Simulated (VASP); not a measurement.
A run of VASP 6.6.1:

POSCAR

```
BN
1.0
    0.0000000000      1.7800665258      1.7800665258
    1.7800665258      0.0000000000      1.7800665258
    1.7800665258      1.7800665258      0.0000000000
B N
1 1
Direct
    0.0000000000      0.0000000000      0.0000000000
    0.5000000000      0.5000000000      0.5000000000
```

INCAR.step1

```
PREC = Accurate
ENCUT = 520
ISMEAR = 0
SIGMA = 0.01
LREAL = F
LASPH = T
NELM = 80
NBANDS = 11
GGA = PE
ALGO = Normal
EDIFF = 1E-4
LWAVE = T
LCHARG = F
```

The input INCAR.step2:

```
PREC = Accurate
ENCUT = 520
EDIFF = 1E-7
ISMEAR = 0
SIGMA = 0.01
LREAL = F
LASPH = T
NELM = 80
ALGO = Normal
ISIF = 2
LWAVE = F
LCHARG = T
METAGGA = R2SCAN
LMIXTAU = T
LELF = T
LVHAR = T
NBANDS = 11
ISTART = 1
```

File KPOINTS:

```
regular mesh
0
Gamma
  10 10 10
```

Potentials or basis: VASP PAW PBE potentials, release 64 (B, N).

Launch:

```sh
$ cat potpaw_PBE.64/B/POTCAR potpaw_PBE.64/N/POTCAR > POTCAR
$ cp INCAR.step1 INCAR
$ mpirun -np 1 vasp_std > vasp.out
$ cp INCAR.step2 INCAR
$ mpirun -np 1 vasp_std > vasp.out
```

Hardware: 1 thread of Intel(R) Xeon(R) Platinum 8488C (Sapphire Rapids), with other jobs on the host.

Task: How long does it take, and how much memory?

Result: Run time: 23 s on 1 thread of Intel(R) Xeon(R) Platinum 8488C (Sapphire Rapids), with other jobs on the host, peak memory 0.12 GiB. Counts: k points 47.
